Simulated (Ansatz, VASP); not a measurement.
Li: VASP beside Ansatz

INCAR

```
SYSTEM = Li
ALGO = Normal
EDIFF = 1E-6
ENCUT = 520
GGA = PE
ISIF = 2
ISMEAR = -1
ISPIN = 2
LASPH = .TRUE.
LCHARG = .FALSE.
LORBIT = 11
LREAL = .FALSE.
LWAVE = .FALSE.
MAGMOM = 0.2 0.2
NBANDS = 14
NELM = 150
PREC = Accurate
SIGMA = 0.05
```

Contents of KPOINTS:

```
k-points
0
G
  11 11 11
  0 0 0
```

POSCAR

```
Li
1.0
    0.0000000000      2.9456918260      2.9456918260
    2.9456918260      0.0000000000      2.9456918260
    2.9456918260      2.9456918260      0.0000000000
Li
2
Direct
   -0.1250000000     -0.1250000000     -0.1250000000
    0.1250000000      0.1250000000      0.1250000000
```

Input for Ansatz:

```yaml
crystal:
  lattice:
    - [0.0, 2.945691826, 2.945691826]
    - [2.945691826, 0.0, 2.945691826]
    - [2.945691826, 2.945691826, 0.0]
  atoms:
    - { symbol: Li, position: [-0.125, -0.125, -0.125], spin: 0.2 }
    - { symbol: Li, position: [0.125, 0.125, 0.125], spin: 0.2 }
kpoints:
  mp_grid: { grid: [11, 11, 11] }
scf:
  occupations: { method: fermi_dirac, width: 0.05 }
hamiltonian:
  xc: pbe
  pseudopotentials: { kind: all_electron, datasets: crystal }
output:
  forces: true
  stress: true
  eigenvalues: true
magnetization:
  spin_polarized: true
```

Alike in both runs: task single point; functional PBE; k mesh 11 × 11 × 11; occupations fermi-dirac, width 0.05 eV; collinear spin.

|  | VASP | Ansatz |
| --- | --- | --- |
| version | VASP 6.6.1 | Ansatz 0.2.0 |
| potentials or method | VASP PAW PBE potentials, release 64 (Li_sv), cutoff 520 eV | all-electron PAW with datasets made for the crystal, scalar-relativistic |

|  | VASP | Ansatz | Ansatz less VASP |
| --- | --- | --- | --- |
| gap on the k mesh at the Fermi level (eV) | none | none | - |
| net moment per atom (μB) | 0.00 | 0.00 | 0.000 |

A gap of «none» marks a metal or a gap that the smearing closes. Ansatz ran all-electron here, and VASP with PAW potentials. Ansatz's warnings: seeded moment not kept.

Noted on VASP's run: the cutoff is under 1.25 times that of the potentials, so the pressure is a little rough.
